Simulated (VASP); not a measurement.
# MgCd5O6 (Pmmm) in VASP: single point with PBE

Aim: the single point of MgCd5O6 with PBE.

Program: VASP 6.6.1. These are calculated values, not measurements. Logs are shortened: lines on timing, memory, paths and dates and some standing lists are left out, and cuts for length are marked.

## 1. The cell of the first run

Symmetry: Pmmm, No. 47, orthorhombic system. Conventional cell: a = 3.300 Å, b = 4.705 Å, c = 10.026 Å, α = 90.00°, β = 90.00°, γ = 90.00°. Mg (site symmetry mmm) has 6 O at 2.21 to 2.35 Å within 2.9 Å. Cd (site symmetry mmm) has 6 O at 2.35 to 2.36 Å within 3.1 Å. Within 3.1 Å of Cd (site symmetry mm2) lie 6 O at 2.35 to 2.45 Å. Cd (site symmetry mm2) has 6 O at 2.31 to 2.37 Å within 3.1 Å. O (site symmetry mmm) has 6 Cd at 2.35 to 2.40 Å within 3.1 Å. Within 3.1 Å of O (site symmetry mm2) lie 6 Cd at 2.35 to 2.37 Å. O (site symmetry mm2) has 2 Mg at 2.21 Å and 4 Cd at 2.36 to 2.45 Å within 2.9 Å. Within 3.1 Å of O (site symmetry mmm) lie 4 Cd at 2.31 Å and 2 Mg at 2.35 Å.

## 2. Single point, PBE

File INCAR:

```
PREC = Accurate
ENCUT = 520
EDIFF = 1E-6
ISMEAR = 0
SIGMA = 0.1
LREAL = F
LASPH = T
NELM = 60
ALGO = Normal
ISIF = 2
LWAVE = F
LCHARG = F
GGA = PE
NBANDS = 61
```

File KPOINTS:

```
Automatic mesh
0
Gamma
  6 4 2
```

File POSCAR:

```
MgCd5O6
1.0
    3.2999862000      0.0000000000      0.0000000000
    0.0000000000      4.7045332000      0.0000000000
    0.0000000000      0.0000000000     10.0255985000
Mg Cd O
1 5 6
Direct
    0.5000000000      0.5000000000      0.5000000000
    0.0000000000      0.0000000000      0.0000000000
    0.5000000000      0.5000000000      0.1732450000
    0.0000000000      0.0000000000      0.3381650000
    0.0000000000      0.0000000000      0.6618350000
    0.5000000000      0.5000000000      0.8267550000
    0.0000000000      0.5000000000      0.0000000000
    0.5000000000      0.0000000000      0.1685840000
    0.0000000000      0.5000000000      0.3535030000
    0.5000000000      0.0000000000      0.5000000000
    0.0000000000      0.5000000000      0.6464970000
    0.5000000000      0.0000000000      0.8314160000
```

Potentials or basis: VASP PAW PBE potentials, release 64 (Mg, Cd, O).

The run is started by

```bash
$ cat potpaw_PBE.64/Mg/POTCAR potpaw_PBE.64/Cd/POTCAR potpaw_PBE.64/O/POTCAR > POTCAR
$ mpirun -np 1 vasp_std > vasp.out
```

OUTCAR:

```text
PREC = Accurate
   ENCUT = 520
   EDIFF = 1E-6
   ISMEAR = 0
   LREAL = F
   LASPH = T
   NELM = 60
   ISIF = 2
   GGA = PE

 ion  position               nearest neighbor table
   1  0.500  0.500  0.500-   9 2.21  11 2.21   9 2.21  11 2.21  10 2.35  10 2.35   3 3.28   6 3.28
                             5 3.30   5 3.30   5 3.30   5 3.30   4 3.30   4 3.30   4 3.30   4 3.30
   2  0.000  0.000  0.000-   7 2.35   7 2.35  12 2.36   8 2.36   8 2.36  12 2.36   6 3.36   6 3.36
                             3 3.36   6 3.36   3 3.36   3 3.36   3 3.36   6 3.36   4 3.39   5 3.39
   3  0.500  0.500  0.173-   8 2.35   8 2.35   7 2.40   7 2.40   9 2.45   9 2.45   1 3.28   4 3.32
                             4 3.32   4 3.32   4 3.32   2 3.36   2 3.36   2 3.36   2 3.36   6 3.47
   4  0.000  0.000  0.338-  10 2.31  10 2.31   9 2.36   9 2.36   8 2.37   8 2.37   5 3.24   1 3.30
                             1 3.30   1 3.30   1 3.30   3 3.32   3 3.32   3 3.32   3 3.32   2 3.39
   5  0.000  0.000  0.662-  10 2.31  10 2.31  11 2.36  11 2.36  12 2.37  12 2.37   4 3.24   1 3.30
                             1 3.30   1 3.30   1 3.30   6 3.32   6 3.32   6 3.32   6 3.32   2 3.39
   6  0.500  0.500  0.827-  12 2.35  12 2.35   7 2.40   7 2.40  11 2.45  11 2.45   1 3.28   5 3.32
                             5 3.32   5 3.32   5 3.32   2 3.36   2 3.36   2 3.36   2 3.36   3 3.47
   7  0.000  0.500  0.000-   2 2.35   2 2.35   6 2.40   3 2.40   3 2.40   6 2.40
   8  0.500  0.000  0.169-   3 2.35   3 2.35   2 2.36   2 2.36   4 2.37   4 2.37
   9  0.000  0.500  0.354-   1 2.21   1 2.21   4 2.36   4 2.36   3 2.45   3 2.45
  10  0.500  0.000  0.500-   5 2.31   5 2.31   4 2.31   4 2.31   1 2.35   1 2.35
  11  0.000  0.500  0.646-   1 2.21   1 2.21   5 2.36   5 2.36   6 2.45   6 2.45
  12  0.500  0.000  0.831-   6 2.35   6 2.35   2 2.36   2 2.36   5 2.37   5 2.37

  LATTYP: Found a simple orthorhombic cell.
 ALAT       =     3.2999862000
 B/A-ratio  =     1.4256220829
 C/A-ratio  =     3.0380728562

  Lattice vectors:

 A1 = (   3.2999862000,   0.0000000000,   0.0000000000)
 A2 = (   0.0000000000,   4.7045332000,   0.0000000000)
 A3 = (   0.0000000000,   0.0000000000,  10.0255985000)

Analysis of symmetry for initial positions (statically):
=====================================================================
 Subroutine PRICEL returns:
 Original cell was already a primitive cell.

 Routine SETGRP: Setting up the symmetry group for a
 simple orthorhombic supercell.

 Subroutine GETGRP returns: Found  8 space group operations
 (whereof  8 operations were pure point group operations)
 out of a pool of  8 trial point group operations.

The static configuration has the point symmetry D_2h.

Analysis of symmetry for dynamics (positions and initial velocities):
=====================================================================
 Subroutine PRICEL returns:
 Original cell was already a primitive cell.

 Routine SETGRP: Setting up the symmetry group for a
 simple orthorhombic supercell.

 Subroutine GETGRP returns: Found  8 space group operations
 (whereof  8 operations were pure point group operations)
 out of a pool of  8 trial point group operations.

The dynamic configuration has the point symmetry D_2h.

 Subroutine INISYM returns: Found  8 space group operations
 (whereof  8 operations are pure point group operations),
 and found     1 'primitive' translations

----------------------------------------------------------------------------------------

                                     Primitive cell

  volume of cell :     155.6464

  direct lattice vectors                    reciprocal lattice vectors
     3.299986200  0.000000000  0.000000000     0.303031570  0.000000000  0.000000000
     0.000000000  4.704533200  0.000000000     0.000000000  0.212560940  0.000000000
     0.000000000  0.000000000 10.025598500     0.000000000  0.000000000  0.099744669

  length of vectors
     3.299986200  4.704533200 10.025598500     0.303031570  0.212560940  0.099744669

  position of ions in fractional coordinates (direct lattice)
     0.500000000  0.500000000  0.500000000
     0.000000000  0.000000000  0.000000000
     0.500000000  0.500000000  0.173245000
[... 30 lines left out ...]
 Grid dimensions read from file:
 generate k-points for:    6    4    2

 Generating k-lattice:

  Cartesian coordinates                     Fractional coordinates (reciprocal lattice)
     0.050505262  0.000000000  0.000000000     0.166666667  0.000000000  0.000000000
     0.000000000  0.053140235  0.000000000     0.000000000  0.250000000  0.000000000
     0.000000000  0.000000000  0.049872334     0.000000000  0.000000000  0.500000000

  Length of vectors
     0.050505262  0.053140235  0.049872334

  Shift w.r.t. Gamma in fractional coordinates (k-lattice)
     0.000000000  0.000000000  0.000000000

 Subroutine IBZKPT returns following result:
 ===========================================

 Found     24 irreducible k-points:

 Following reciprocal coordinates:
            Coordinates               Weight
  0.000000  0.000000  0.000000      1.000000
  0.166667  0.000000  0.000000      2.000000
  0.333333  0.000000  0.000000      2.000000
  0.500000  0.000000  0.000000      1.000000
  0.000000  0.250000  0.000000      2.000000
  0.166667  0.250000  0.000000      4.000000
[... 16 lines left out ...]
  0.333333  0.500000  0.500000      2.000000
  0.500000  0.500000  0.500000      1.000000
   k-points           NKPTS =     24   k-points in BZ     NKDIM =     24   number of bands    NBANDS=     61
   number of dos      NEDOS =    301   number of ions     NIONS =     12
   total plane-waves  NPLWV =  80640
   dimension x,y,z NGX =    28 NGY =   36 NGZ =   80
   dimension x,y,z NGXF=    56 NGYF=   72 NGZF=  160
   ions per type =               1   5   6
   NGX,Y,Z   is equivalent  to a cutoff of  14.11, 12.72, 13.27 a.u.
   NGXF,Y,Z  is equivalent  to a cutoff of  28.21, 25.44, 26.53 a.u.
 SYSTEM =  unknown system
   PREC   = accura    normal or accurate (medium, high low for compatibility)
   ISTART =      0    job   : 0-new  1-cont  2-samecut
   ICHARG =      2    charge: 1-file 2-atom 10-const
   ISPIN  =      1    spin polarized calculation?
   LNONCOLLINEAR =      F non collinear calculations
   LSORBIT =      F    spin-orbit coupling
   LASPH  =      T    aspherical Exc in radial PAW
   ENCUT  =  520.0 eV  38.22 Ry    6.18 a.u.   6.14  8.75 18.64*2*pi/ulx,y,z
   NELM   =     60;   NELMIN=  2; NELMDL= -5     # of ELM steps
   EDIFF  = 0.1E-05   stopping-criterion for ELM
   LREAL  =      F    real-space projection
   EDIFFG = 0.1E-04   stopping-criterion for IOM
   NSW    =      0    number of steps for IOM
   IBRION =     -1    ionic relax: 0-MD 1-quasi-New 2-CG
   NFREE  =      0    steps in history (QN), initial steepest desc. (CG)
   ISIF   =      2    stress and relaxation
   ISYM   =      2    0-nonsym 1-usesym 2-fastsym
   POTIM  = 0.5000    time-step for ionic-motion
   TEBEG  =    0.0;   TEEND  =   0.0 temperature during run
   PSTRESS=    0.0 pullay stress
   NELECT =      98.0000    total number of electrons
   NUPDOWN=      -1.0000    fix difference up-down
   EMIN   =  10.00;   EMAX   =-10.00  energy-range for DOS
   EFERMI =   0.00;   METHOD = LEGACY
   ISMEAR =     0;   SIGMA  =   0.10  broadening in eV -4-tet -1-fermi 0-gaus
   EFERMI_NEDOS =   21; number of points for ismear=-14 and -15
   IALGO  =     38    algorithm
   IMIX   =      4    mixing-type and parameters
     AMIX     =   0.40;   BMIX     =  1.00
     AMIX_MAG =   1.60;   BMIX_MAG =  1.00
  volume/ion in A,a.u.               =      12.97        87.53
  Fermi-wavevector in a.u.,A,eV,Ry     =   1.403149  2.651568 26.787528  1.968828
  Thomas-Fermi vector in A             =   2.525840
   LORBIT       =      0    0 simple, 1 ext, 2 COOP (PROOUT), +10 PAW based schemes
   GGA     = PE    functional components
   LHFCALC =     F    Hartree Fock is set to
   AEXX    =    0.0000 exact exchange contribution
   IVDW    =     0    specifies the selected vdW correction
   LEPSILON=     F    determine dielectric tensor
   LRPA    =     F    only Hartree local field effects (RPA)
 non-spin polarized calculation
 Gauss-broadening in eV      SIGMA  =   0.10
  energy-cutoff  :      520.00
  volume of cell :      155.65
 maximum number of plane-waves:      4210
 NGX is ok and might be reduce to    28
   NGX = 13   NGY = 17   NGZ = 37

 number of electron      98.0000042 magnetization

 Free energy of the ion-electron system (eV)
  ---------------------------------------------------
  ext. energy  EPLUGINS =         0.00000000
  ---------------------------------------------------
  free energy    TOTEN  =       -50.04059437 eV

  energy without entropy =      -50.03545241  energy(sigma->0) =      -50.03802339

 E-fermi :   2.1175     XC(G=0): -11.3602

 val. band max:        2.0767655578   @ k =   0.0000   0.5000   0.5000
 cond. band min:       3.1032226541   @ k =   0.0000   0.0000   0.5000
 fundamental gap:      1.0264570962
 Fermi energy:         2.1174570656

 k-point     1 :       0.0000    0.0000    0.0000
  band No.  band energies     occupation
      1     -15.2644      2.00000
      2     -14.8841      2.00000
      3     -14.8620      2.00000
      4     -14.6450      2.00000
      5     -14.4577      2.00000
      6     -14.3289      2.00000
[... 1525 lines left out ...]
     60      10.9410      0.00000
     61      10.9838      0.00000

------------------------ aborting loop because EDIFF is reached ----------------------------------------

  FORCE on cell =-STRESS in cart. coord.  units (eV):
  Direction    XX          YY          ZZ          XY          YZ          ZX
  --------------------------------------------------------------------------------------
  -------------------------------------------------------------------------------------
  Total        0.9991004      1.0722701      1.0866994     -0.0000000      0.0000000      0.0000000
  in kB       10.2844421     11.0376298     11.1861600     -0.0000000      0.0000000      0.0000000
  external PRESSURE =      10.8360773 kB  Pullay stress =       0.0000000 kB

 VOLUME and BASIS-vectors are now :
 -----------------------------------------------------------------------------
  energy-cutoff  :      520.00
  volume of cell :      155.65
      direct lattice vectors                 reciprocal lattice vectors
     3.299986200  0.000000000  0.000000000     0.303031570  0.000000000  0.000000000
     0.000000000  4.704533200  0.000000000     0.000000000  0.212560940  0.000000000
     0.000000000  0.000000000 10.025598500     0.000000000  0.000000000  0.099744669

 POSITION                                       TOTAL-FORCE (eV/Angst)
 -----------------------------------------------------------------------------------
      1.64999      2.35227      5.01280         0.000000      0.000000      0.000000
      0.00000      0.00000      0.00000         0.000000      0.000000      0.000000
      1.64999      2.35227      1.73688         0.000000     -0.000000     -0.000277
      0.00000      0.00000      3.39031         0.000000      0.000000     -0.026174
      0.00000      0.00000      6.63529         0.000000      0.000000      0.026174
      1.64999      2.35227      8.28871         0.000000     -0.000000      0.000277
      0.00000      2.35227      0.00000         0.000000      0.000000      0.000000
      1.64999      0.00000      1.69016         0.000000      0.000000      0.017833
      0.00000      2.35227      3.54408         0.000000      0.000000      0.077427
      1.64999      0.00000      5.01280         0.000000      0.000000      0.000000
      0.00000      2.35227      6.48152        -0.000000      0.000000     -0.077427
      1.64999      0.00000      8.33544         0.000000      0.000000     -0.017833
 -----------------------------------------------------------------------------------
    total drift:                                0.000000     -0.000000      0.000000

  FREE ENERGIE OF THE ION-ELECTRON SYSTEM (eV)
  ---------------------------------------------------
  free  energy   TOTEN  =       -50.0405943747 eV

  energy  without entropy=      -50.0354524082  energy(sigma->0) =      -50.03802339
```

It took 2.7 min on 1 thread of Intel Xeon Platinum 8488C (Sapphire Rapids), shared host; peak memory 0.37 GiB.

What came out:

```
Free energy            : -50.0406 eV
Pressure               : 1.1 GPa
Largest force          : 0.077 eV/Å
Band gap on the k mesh : zero (band 49 reaches 2.08 eV, above the bottom of band 50 at 1.80 eV)
```

Forces in eV/Å, atoms in the order of the input:
```
Mg   0.000  0.000  0.000
Cd   0.000  0.000  0.000
Cd   0.000  0.000  0.000
Cd   0.000  0.000 -0.026
Cd   0.000  0.000  0.026
Cd   0.000  0.000  0.000
O    0.000  0.000  0.000
O    0.000  0.000  0.018
O    0.000  0.000  0.077
O    0.000  0.000  0.000
O    0.000  0.000 -0.077
O    0.000  0.000 -0.018
```

Levels at points of the mesh, in eV from the Fermi level:
| k point | band 45 | band 46 | band 47 | band 48 | band 49 | band 50 | band 51 | band 52 | band 53 | band 54 |
| --- | --- | --- | --- | --- | --- | --- | --- | --- | --- | --- |
| (0.00, 0.00, 0.00) | -1.32 | -1.15 | -0.91 | -0.65 | -0.32 | -0.32 | 2.95 | 3.09 | 4.07 | 5.97 |
| (0.50, 0.00, 0.00) | -2.08 | -1.93 | -1.84 | -0.63 | -0.18 | 3.81 | 4.32 | 4.41 | 4.41 | 5.02 |
| (0.00, 0.50, 0.00) | -0.59 | -0.51 | -0.43 | -0.43 | -0.19 | 3.34 | 3.41 | 3.93 | 4.19 | 4.57 |
| (0.50, 0.50, 0.00) | -1.11 | -0.54 | -0.51 | -0.13 | -0.07 | 4.20 | 4.41 | 5.76 | 6.13 | 6.26 |
| (0.00, 0.00, 0.50) | -1.22 | -1.14 | -1.00 | -0.73 | -0.15 | 0.99 | 1.35 | 4.31 | 4.42 | 5.17 |
| (0.50, 0.00, 0.50) | -1.84 | -1.29 | -1.17 | -1.01 | -0.82 | 3.65 | 3.81 | 4.64 | 4.90 | 5.26 |
| (0.00, 0.50, 0.50) | -0.94 | -0.64 | -0.51 | -0.10 | -0.04 | 3.55 | 3.56 | 3.65 | 4.04 | 4.51 |
| (0.50, 0.50, 0.50) | -1.01 | -0.99 | -0.58 | -0.45 | -0.24 | 4.73 | 5.28 | 5.47 | 5.67 | 5.67 |
